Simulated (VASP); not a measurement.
# AlN (R-3m) in VASP: further runs, part 2 of 2

VASP 6.6.1. Earlier steps stand in the parts before.

## Step 3: Single point, PBE

This run uses another cell than the first one, of 8.76 Å³/atom, 1.040 times its volume.

INCAR

```
ALGO = Normal
EDIFF = 1E-7
ENCUT = 520
GGA = PE
ISIF = 2
ISMEAR = 0
LASPH = True
LCHARG = True
LELF = True
LREAL = False
LVHAR = True
LWAVE = False
NBANDS = 11
NELM = 80
PREC = Accurate
SIGMA = 0.05
```

KPOINTS

```
k-points
0
Gamma
  10 10 10
```

POSCAR

```
AlN
1.0
   -0.0820368109      2.0214711619      2.0214711619
    2.0214711619     -0.0820368109      2.0214711619
    2.0214711619      2.0214711619     -0.0820368109
Al N
1 1
Direct
    0.5000000000      0.5000000000      0.5000000000
    0.0000000000      0.0000000000      0.0000000000
```

Potentials or basis: VASP PAW PBE potentials, release 64 (Al, N).

Run with:

```
$ cat potpaw_PBE.64/Al/POTCAR potpaw_PBE.64/N/POTCAR > POTCAR
$ mpirun -np 1 vasp_std > vasp.out
```

OUTCAR:

```text
EDIFF = 1E-7
   ENCUT = 520
   GGA = PE
   ISIF = 2
   ISMEAR = 0
   LASPH = True
   LREAL = False
   NELM = 80
   PREC = Accurate

 ion  position               nearest neighbor table
   1  0.500  0.500  0.500-   2 2.06   2 2.06   2 2.06   2 2.06   2 2.06   2 2.06
   2  0.000  0.000  0.000-   1 2.06   1 2.06   1 2.06   1 2.06   1 2.06   1 2.06

  LATTYP: Found a trigonal (rhomboedric) cell.
 ALAT       =     2.8599687682
 COS(alpha) =     0.4590392646

  Lattice vectors:

 A1 = (  -0.0820368109,   2.0214711619,   2.0214711619)
 A2 = (   2.0214711619,  -0.0820368109,   2.0214711619)
 A3 = (   2.0214711619,   2.0214711619,  -0.0820368109)

Analysis of symmetry for initial positions (statically):
=====================================================================
 Subroutine PRICEL returns:
 Original cell was already a primitive cell.

 Routine SETGRP: Setting up the symmetry group for a
 trigonal (rhombohedral) supercell.

 Subroutine GETGRP returns: Found 12 space group operations
 (whereof 12 operations were pure point group operations)
 out of a pool of 12 trial point group operations.

The static configuration has the point symmetry D_3d.

Analysis of symmetry for dynamics (positions and initial velocities):
=====================================================================
 Subroutine PRICEL returns:
 Original cell was already a primitive cell.

 Routine SETGRP: Setting up the symmetry group for a
 trigonal (rhombohedral) supercell.

 Subroutine GETGRP returns: Found 12 space group operations
 (whereof 12 operations were pure point group operations)
 out of a pool of 12 trial point group operations.

The dynamic configuration has the point symmetry D_3d.

 Subroutine INISYM returns: Found 12 space group operations
 (whereof 12 operations are pure point group operations),
 and found     1 'primitive' translations

----------------------------------------------------------------------------------------

                                     Primitive cell

  volume of cell :      17.5260

  direct lattice vectors                    reciprocal lattice vectors
    -0.082036811  2.021471162  2.021471162    -0.232775055  0.242621289  0.242621289
     2.021471162 -0.082036811  2.021471162     0.242621289 -0.232775055  0.242621289
     2.021471162  2.021471162 -0.082036811     0.242621289  0.242621289 -0.232775055

  length of vectors
     2.859968768  2.859968768  2.859968768     0.414625621  0.414625621  0.414625621

  position of ions in fractional coordinates (direct lattice)
     0.500000000  0.500000000  0.500000000
     0.000000000  0.000000000  0.000000000

  ion indices of the primitive-cell ions
   primitive index   ion index
                 1           1
                 2           2

----------------------------------------------------------------------------------------

 KPOINTS: k-points

Automatic generation of k-mesh.
 Grid dimensions read from file:
 generate k-points for:   10   10   10

 Generating k-lattice:

  Cartesian coordinates                     Fractional coordinates (reciprocal lattice)
    -0.023277506  0.024262129  0.024262129     0.100000000 -0.000000000 -0.000000000
     0.024262129 -0.023277506  0.024262129    -0.000000000  0.100000000 -0.000000000
     0.024262129  0.024262129 -0.023277506    -0.000000000 -0.000000000  0.100000000

  Length of vectors
     0.041462562  0.041462562  0.041462562

  Shift w.r.t. Gamma in fractional coordinates (k-lattice)
     0.000000000  0.000000000  0.000000000

 Subroutine IBZKPT returns following result:
 ===========================================

 Found    116 irreducible k-points:

 Following reciprocal coordinates:
            Coordinates               Weight
  0.000000  0.000000  0.000000      1.000000
  0.100000  0.000000 -0.000000      6.000000
  0.200000  0.000000 -0.000000      6.000000
  0.300000  0.000000  0.000000      6.000000
  0.400000  0.000000  0.000000      6.000000
  0.500000  0.000000 -0.000000      3.000000
[... 16 lines left out ...]
  0.300000  0.300000 -0.000000      6.000000
  0.400000  0.300000  0.000000     12.000000
 [... further k-points ...]
   k-points           NKPTS =    116   k-points in BZ     NKDIM =    116   number of bands    NBANDS=     11
   number of dos      NEDOS =    301   number of ions     NIONS =      2
   total plane-waves  NPLWV =  13824
   dimension x,y,z NGX =    24 NGY =   24 NGZ =   24
   dimension x,y,z NGXF=    48 NGYF=   48 NGZF=   48
   ions per type =               1   1
   NGX,Y,Z   is equivalent  to a cutoff of  13.95, 13.95, 13.95 a.u.
   NGXF,Y,Z  is equivalent  to a cutoff of  27.90, 27.90, 27.90 a.u.
 SYSTEM =  unknown system
   PREC   = accura    normal or accurate (medium, high low for compatibility)
   ISTART =      0    job   : 0-new  1-cont  2-samecut
   ICHARG =      2    charge: 1-file 2-atom 10-const
   ISPIN  =      1    spin polarized calculation?
   LNONCOLLINEAR =      F non collinear calculations
   LSORBIT =      F    spin-orbit coupling
   LASPH  =      T    aspherical Exc in radial PAW
   ENCUT  =  520.0 eV  38.22 Ry    6.18 a.u.   5.32  5.32  5.32*2*pi/ulx,y,z
   NELM   =     80;   NELMIN=  2; NELMDL= -5     # of ELM steps
   EDIFF  = 0.1E-06   stopping-criterion for ELM
   LREAL  =      F    real-space projection
   EDIFFG = 0.1E-05   stopping-criterion for IOM
   NSW    =      0    number of steps for IOM
   IBRION =     -1    ionic relax: 0-MD 1-quasi-New 2-CG
   NFREE  =      0    steps in history (QN), initial steepest desc. (CG)
   ISIF   =      2    stress and relaxation
   ISYM   =      2    0-nonsym 1-usesym 2-fastsym
   POTIM  = 0.5000    time-step for ionic-motion
   TEBEG  =    0.0;   TEEND  =   0.0 temperature during run
   PSTRESS=    0.0 pullay stress
   NELECT =       8.0000    total number of electrons
   NUPDOWN=      -1.0000    fix difference up-down
   EMIN   =  10.00;   EMAX   =-10.00  energy-range for DOS
   EFERMI =   0.00;   METHOD = LEGACY
   ISMEAR =     0;   SIGMA  =   0.05  broadening in eV -4-tet -1-fermi 0-gaus
   EFERMI_NEDOS =   21; number of points for ismear=-14 and -15
   IALGO  =     38    algorithm
   IMIX   =      4    mixing-type and parameters
     AMIX     =   0.40;   BMIX     =  1.00
     AMIX_MAG =   1.60;   BMIX_MAG =  1.00
  volume/ion in A,a.u.               =       8.76        59.14
  Fermi-wavevector in a.u.,A,eV,Ry     =   1.260503  2.382005 21.617860  1.588868
  Thomas-Fermi vector in A             =   2.394009
   LORBIT       =      0    0 simple, 1 ext, 2 COOP (PROOUT), +10 PAW based schemes
   GGA     = PE    functional components
   LHFCALC =     F    Hartree Fock is set to
   AEXX    =    0.0000 exact exchange contribution
   IVDW    =     0    specifies the selected vdW correction
   LEPSILON=     F    determine dielectric tensor
   LRPA    =     F    only Hartree local field effects (RPA)
 non-spin polarized calculation
 Gauss-broadening in eV      SIGMA  =   0.05
  energy-cutoff  :      520.00
  volume of cell :       17.53
 maximum number of plane-waves:       492
 NGX is ok and might be reduce to    24
   NGX = 11   NGY = 11   NGZ = 11

 number of electron       8.0000000 magnetization

 Free energy of the ion-electron system (eV)
  ---------------------------------------------------
  ext. energy  EPLUGINS =         0.00000000
  ---------------------------------------------------
  free energy    TOTEN  =       -14.45280380 eV

  energy without entropy =      -14.45280380  energy(sigma->0) =      -14.45280380

 E-fermi :  10.0326     XC(G=0): -12.0154

 val. band max:        9.7231214714   @ k =   0.0000   0.0000   0.0000
 cond. band min:      13.0223725819   @ k =   0.5000   0.5000   0.0000
 fundamental gap:      3.2992511105
 Fermi energy:        10.0326384051

 k-point     1 :       0.0000    0.0000    0.0000
  band No.  band energies     occupation
      1      -7.8022      2.00000
      2       8.9854      2.00000
      3       8.9854      2.00000
      4       9.7231      2.00000
      5      13.9478      0.00000
      6      20.6084      0.00000
      7      20.6084      0.00000
      8      22.5978      0.00000
      9      25.8031      0.00000
     10      26.6446      0.00000
     11      26.6446      0.00000
[... 309 lines left out ...]
 k-point    24 :       0.4000    0.3000    0.0000
  band No.  band energies     occupation
      1      -4.9822      2.00000
      2       3.5680      2.00000
      3       6.3004      2.00000
      4       7.4719      2.00000
      5      14.9476      0.00000
      6      15.9984      0.00000
      7      20.6089      0.00000
      8      24.4586      0.00000
      9      24.5347      0.00000
     10      30.4986      0.00000
     11      32.9990      0.00000

 [... further k-points ...]
[... 5 lines left out ...]
  --------------------------------------------------------------------------------------
  -------------------------------------------------------------------------------------
  Total       -0.9804607     -0.9804607     -0.9804607      1.1846652      1.1846652      1.1846652
  in kB      -89.6309388    -89.6309388    -89.6309388    108.2987422    108.2987422    108.2987422
  external PRESSURE =     -89.6309388 kB  Pullay stress =       0.0000000 kB

 VOLUME and BASIS-vectors are now :
 -----------------------------------------------------------------------------
  energy-cutoff  :      520.00
  volume of cell :       17.53
      direct lattice vectors                 reciprocal lattice vectors
    -0.082036811  2.021471162  2.021471162    -0.232775055  0.242621289  0.242621289
     2.021471162 -0.082036811  2.021471162     0.242621289 -0.232775055  0.242621289
     2.021471162  2.021471162 -0.082036811     0.242621289  0.242621289 -0.232775055

 POSITION                                       TOTAL-FORCE (eV/Angst)
 -----------------------------------------------------------------------------------
      1.98045      1.98045      1.98045         0.000000      0.000000      0.000000
      0.00000      0.00000      0.00000        -0.000000     -0.000000     -0.000000
 -----------------------------------------------------------------------------------
    total drift:                                0.000000     -0.000000     -0.000000

  FREE ENERGIE OF THE ION-ELECTRON SYSTEM (eV)
  ---------------------------------------------------
  free  energy   TOTEN  =       -14.4528038009 eV

  energy  without entropy=      -14.4528038009  energy(sigma->0) =      -14.45280380
```

Run time: 13 s. Hardware: 1 thread of Intel Xeon Platinum 8259CL at 2.50GHz (Skylake/Cascade Lake), shared host; peak memory 0.14 GiB.

Results:

- Free energy: -14.4528 eV
- Pressure: -9.0 GPa
- Band gap on the k mesh: 3.30 eV, indirect (least direct gap 4.22 eV)

Levels at points of the mesh, in eV from the valence-band top:
```
           k point  band 1  band 2  band 3  band 4  band 5  band 6  band 7  band 8
(0.00, 0.00, 0.00)  -17.53   -0.74   -0.74    0.00    4.22   10.89   10.89   12.87
(0.50, 0.00, 0.00)  -14.58   -8.57   -1.56   -1.08    5.43   10.02   10.81   11.66
(0.50, 0.50, 0.00)  -13.58   -7.48   -3.53   -2.72    3.30    5.17   12.64   15.59
(0.50, 0.50, 0.50)  -14.19   -8.00   -1.84   -1.84    4.52    9.15    9.15   12.32
```
